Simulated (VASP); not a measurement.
# BP (I-4m2) in VASP: notebook

Runs on BP. Level: LDA. Tasks: single point.

All numbers are computed with VASP 6.6.1; they aren't measurements. Logs are shortened: lines on timing, memory, paths and dates and some standing lists are left out, and cuts for length are marked.

### 1 The cell of the first run

Symmetry: I-4m2, No. 119, tetragonal system. The conventional cell has a = 3.113 Å, b = 3.113 Å, c = 4.538 Å, α = 90.00°, β = 90.00°, γ = 90.00°. Within 2.6 Å of B (site symmetry -4m2) lie 4 P at 1.93 Å. Within 2.6 Å of P (site symmetry -4m2) lie 4 B at 1.93 Å.

### 2 Single point, LDA (equal xx and yy strain of -3 %)

INCAR reads:

```
SYSTEM = BP
ALGO = Normal
EDIFF = 1E-7
ENCUT = 520
ISIF = 2
ISMEAR = -1
LASPH = .TRUE.
LCHARG = .TRUE.
LELF = .TRUE.
LREAL = .FALSE.
LVHAR = .TRUE.
LWAVE = .FALSE.
NBANDS = 11
NELM = 100
PREC = Accurate
SIGMA = 0.05
```

KPOINTS reads:

```
k-points
0
G
  15 15 15
  0 0 0
```

POSCAR reads:

```
BP
1.0
    0.0000000000      2.2009300000      2.2690000000
    2.2009300000      0.0000000000      2.2690000000
    2.2009300000      2.2009300000      0.0000000000
B P
1 1
Direct
    0.0000000000      0.0000000000      0.0000000000
    0.7500000000      0.7500000000      0.7500000000
```

Potentials or basis: VASP PAW LDA potentials, release 64 (B, P).

Launch:

```
cat potpaw_LDA.64/B/POTCAR potpaw_LDA.64/P/POTCAR > POTCAR
mpirun -np 1 vasp_std > vasp.out
```

OUTCAR:

```text
SYSTEM = BP
   EDIFF = 1E-7
   ENCUT = 520
   ISIF = 2
   ISMEAR = -1
   LASPH = .TRUE.
   LREAL = .FALSE.
   NELM = 100
   PREC = Accurate

 ion  position               nearest neighbor table
   1  0.000  0.000  0.000-   2 1.93   2 1.93   2 1.93   2 1.93
   2  0.750  0.750  0.750-   1 1.93   1 1.93   1 1.93   1 1.93

  LATTYP: Found a body centered tetragonal cell.
 ALAT       =     3.1125850558
 C/A-ratio  =     1.4579521262

  Lattice vectors:

 A1 = (  -2.2009300000,   0.0000000000,   2.2690000000)
 A2 = (   2.2009300000,   0.0000000000,   2.2690000000)
 A3 = (   0.0000000000,   2.2009300000,  -2.2690000000)

Analysis of symmetry for initial positions (statically):
=====================================================================
 Subroutine PRICEL returns:
 Original cell was already a primitive cell.

 Routine SETGRP: Setting up the symmetry group for a
 body centered tetragonal supercell.

 Subroutine GETGRP returns: Found  8 space group operations
 (whereof  8 operations were pure point group operations)
 out of a pool of 16 trial point group operations.

The static configuration has the point symmetry D_2d.

Analysis of symmetry for dynamics (positions and initial velocities):
=====================================================================
 Subroutine PRICEL returns:
 Original cell was already a primitive cell.

 Routine SETGRP: Setting up the symmetry group for a
 body centered tetragonal supercell.

 Subroutine GETGRP returns: Found  8 space group operations
 (whereof  8 operations were pure point group operations)
 out of a pool of 16 trial point group operations.

The dynamic configuration has the point symmetry D_2d.

 Subroutine INISYM returns: Found  8 space group operations
 (whereof  8 operations are pure point group operations),
 and found     1 'primitive' translations

----------------------------------------------------------------------------------------

                                     Primitive cell

  volume of cell :      21.9825

  direct lattice vectors                    reciprocal lattice vectors
     0.000000000  2.200930000  2.269000000    -0.227176693  0.227176693  0.220361393
     2.200930000  0.000000000  2.269000000     0.227176693 -0.227176693  0.220361393
     2.200930000  2.200930000  0.000000000     0.227176693  0.227176693 -0.220361393

  length of vectors
     3.161084286  3.161084286  3.112585056     0.389586503  0.389586503  0.389586503

  position of ions in fractional coordinates (direct lattice)
     0.000000000  0.000000000  0.000000000
     0.750000000  0.750000000  0.750000000

[... 79 lines left out ...]
   NSW    =      0    number of steps for IOM
   IBRION =     -1    ionic relax: 0-MD 1-quasi-New 2-CG
   NFREE  =      0    steps in history (QN), initial steepest desc. (CG)
   ISIF   =      2    stress and relaxation
   ISYM   =      2    0-nonsym 1-usesym 2-fastsym
   POTIM  = 0.5000    time-step for ionic-motion
   TEBEG  =    0.0;   TEEND  =   0.0 temperature during run
   PSTRESS=    0.0 pullay stress
   NELECT =       8.0000    total number of electrons
   NUPDOWN=      -1.0000    fix difference up-down
   EMIN   =  10.00;   EMAX   =-10.00  energy-range for DOS
   EFERMI =   0.00;   METHOD = LEGACY
   ISMEAR =    -1;   SIGMA  =   0.05  broadening in eV -4-tet -1-fermi 0-gaus
   EFERMI_NEDOS =   21; number of points for ismear=-14 and -15
   IALGO  =     38    algorithm
   IMIX   =      4    mixing-type and parameters
     AMIX     =   0.40;   BMIX     =  1.00
     AMIX_MAG =   1.60;   BMIX_MAG =  1.00
  volume/ion in A,a.u.               =      10.99        74.17
  Fermi-wavevector in a.u.,A,eV,Ry     =   1.168815  2.208740 18.587312  1.366129
  Thomas-Fermi vector in A             =   2.305297
   LORBIT       =      0    0 simple, 1 ext, 2 COOP (PROOUT), +10 PAW based schemes
   GGA     = CA    functional components
   LHFCALC =     F    Hartree Fock is set to
   AEXX    =    0.0000 exact exchange contribution
   IVDW    =     0    specifies the selected vdW correction
   LEPSILON=     F    determine dielectric tensor
   LRPA    =     F    only Hartree local field effects (RPA)
 non-spin polarized calculation
  energy-cutoff  :      520.00
  volume of cell :       21.98
 maximum number of plane-waves:       608
   NGX = 11   NGY = 11   NGZ = 11

 number of electron       8.0000000 magnetization

 Free energy of the ion-electron system (eV)
  ---------------------------------------------------
  ext. energy  EPLUGINS =         0.00000000
  ---------------------------------------------------
  free energy    TOTEN  =       -14.37679495 eV

  energy without entropy =      -14.37679454  energy(sigma->0) =      -14.37679474

 E-fermi :   8.6794     XC(G=0): -11.3420

 val. band max:        8.2553638430   @ k =   0.0000   0.0000   0.0000
 cond. band min:       9.1358542872   @ k =   0.4000   0.0000   0.4000
 fundamental gap:      0.8804904442
 Fermi energy:         8.6793621791

 k-point     1 :       0.0000    0.0000    0.0000
  band No.  band energies     occupation
      1      -7.7881      2.00000
      2       7.9382      2.00000
      3       8.2554      1.99958
      4       8.2554      1.99958
      5      11.5801      0.00000
      6      11.5801      0.00000
      7      11.7433      0.00000
      8      16.4474      0.00000
      9      19.8445      0.00000
     10      20.0725      0.00000
     11      20.9403      0.00000
[... 309 lines left out ...]
 k-point    24 :       0.2000    0.1333    0.0000
  band No.  band energies     occupation
      1      -7.0619      2.00000
      2       5.4714      2.00000
      3       6.4883      2.00000
      4       6.6742      2.00000
      5      11.0588      0.00000
      6      13.9707      0.00000
      7      14.1197      0.00000
      8      15.3272      0.00000
      9      19.1658      0.00000
     10      21.3424      0.00000
     11      21.9187      0.00000

 [... further k-points ...]
[... 5 lines left out ...]
  --------------------------------------------------------------------------------------
  -------------------------------------------------------------------------------------
  Total        1.1329015      1.1329015     -0.0906399      0.0000000      0.0000000      0.0000000
  in kB       82.5706646     82.5706646     -6.6062201      0.0000000      0.0000000      0.0000000
  external PRESSURE =      52.8450364 kB  Pullay stress =       0.0000000 kB

 VOLUME and BASIS-vectors are now :
 -----------------------------------------------------------------------------
  energy-cutoff  :      520.00
  volume of cell :       21.98
      direct lattice vectors                 reciprocal lattice vectors
     0.000000000  2.200930000  2.269000000    -0.227176693  0.227176693  0.220361393
     2.200930000  0.000000000  2.269000000     0.227176693 -0.227176693  0.220361393
     2.200930000  2.200930000  0.000000000     0.227176693  0.227176693 -0.220361393

 POSITION                                       TOTAL-FORCE (eV/Angst)
 -----------------------------------------------------------------------------------
      0.00000      0.00000      0.00000         0.000000      0.000000     -0.000000
      3.30140      3.30140      3.40350        -0.000000     -0.000000      0.000000
 -----------------------------------------------------------------------------------
    total drift:                                0.000000      0.000000     -0.000000

  FREE ENERGIE OF THE ION-ELECTRON SYSTEM (eV)
  ---------------------------------------------------
  free  energy   TOTEN  =       -14.3767949518 eV

  energy  without entropy=      -14.3767945381  energy(sigma->0) =      -14.37679474
```

OSZICAR:

```text
N       E                     dE             d eps       ncg     rms          rms(c)
DAV:   1     0.776058485853E+01    0.77606E+01   -0.40052E+03  6360   0.656E+02
DAV:   2    -0.147545151075E+02   -0.22515E+02   -0.21560E+02  8427   0.112E+02
DAV:   3    -0.153460764150E+02   -0.59156E+00   -0.59012E+00  8006   0.158E+01
DAV:   4    -0.153483328731E+02   -0.22565E-02   -0.22562E-02  7272   0.114E+00
DAV:   5    -0.153483442367E+02   -0.11364E-04   -0.11364E-04  7869   0.806E-02    0.801E+00
DAV:   6    -0.145231774121E+02    0.82517E+00   -0.18038E+00  7260   0.594E+00    0.420E+00
DAV:   7    -0.143899169035E+02    0.13326E+00   -0.31724E-01  7954   0.282E+00    0.136E+00
DAV:   8    -0.143767516686E+02    0.13165E-01   -0.33597E-02  7465   0.101E+00    0.242E-01
DAV:   9    -0.143767994667E+02   -0.47798E-04   -0.80318E-04  7392   0.202E-01    0.176E-01
DAV:  10    -0.143767932247E+02    0.62420E-05   -0.12578E-04  7053   0.639E-02    0.371E-02
DAV:  11    -0.143767954175E+02   -0.21928E-05   -0.89498E-06  7795   0.148E-02    0.457E-02
DAV:  12    -0.143767949457E+02    0.47179E-06   -0.27608E-06  7332   0.707E-03    0.171E-02
DAV:  13    -0.143767949518E+02   -0.61211E-08   -0.76738E-08  3981   0.187E-03
   1 F= -.14376795E+02 E0= -.14376795E+02  d E =-.413752E-06
```

Run time: 34 s. Hardware: 1 thread of Intel Xeon 6975P-C, shared host; peak memory 0.17 GiB.

Results:

```yaml
Free_energy: -14.3768 eV
Pressure: 5.3 GPa
Band_gap_on_the_k_mesh: 0.88 eV, indirect (least direct gap 3.32 eV)
```

Stress tensor (GPa, compression positive):
```
 8.26  0.00  0.00
 0.00  8.26  0.00
 0.00  0.00 -0.66
```

Caveat: the cell differs from its parent crystal (equal xx and yy strain of -3 %).

### 3 Single point, LDA (equal xx and yy strain of -2 %)

INCAR reads:

```
SYSTEM = BP
PREC = Accurate ; ENCUT = 520
EDIFF = 1E-7 ; ISMEAR = -1
SIGMA = 0.05 ; LREAL = .FALSE.
LASPH = .TRUE. ; NELM = 100
ALGO = Normal ; ISIF = 2
LWAVE = .FALSE. ; LCHARG = .FALSE.
GGA = CA ; NBANDS = 11
```

KPOINTS reads:

```
regular mesh
0
G
  15 15 15
  0 0 0
```

POSCAR reads:

```
BP
1.0
    0.0000000000      2.2236200000      2.2690000000
    2.2236200000      0.0000000000      2.2690000000
    2.2236200000      2.2236200000      0.0000000000
B P
1 1
Direct
    0.0000000000      0.0000000000      0.0000000000
    0.7500000000      0.7500000000      0.7500000000
```

Potentials or basis: VASP PAW LDA potentials, release 64 (B, P).

Launch:

```
cat potpaw_LDA.64/B/POTCAR potpaw_LDA.64/P/POTCAR > POTCAR
mpirun -np 1 vasp_std > vasp.out
```

Wall time 32 s (1 thread of Intel Xeon 6975P-C, shared host); peak memory 0.18 GiB.

It converged, with:

| Item | Value |
| --- | --- |
| Free energy | -14.3934 eV |
| Pressure | 1.4 GPa |
| Band gap on the k mesh | 0.99 eV, indirect (least direct gap 3.34 eV) |

Stress tensor (GPa, compression positive):
```
 3.36  0.00  0.00
 0.00  3.36  0.00
 0.00  0.00 -2.38
```

Levels at points of the mesh, in eV from the valence-band top:
```tsv
k point	band 1	band 2	band 3	band 4	band 5	band 6	band 7	band 8	band 9
(0.00, 0.00, 0.00)	-15.82	-0.21	0.00	0.00	3.34	3.34	3.45	7.92	11.48
```

Caveat: the cell differs from its parent crystal (equal xx and yy strain of -2 %). A k mesh can miss the band edges.
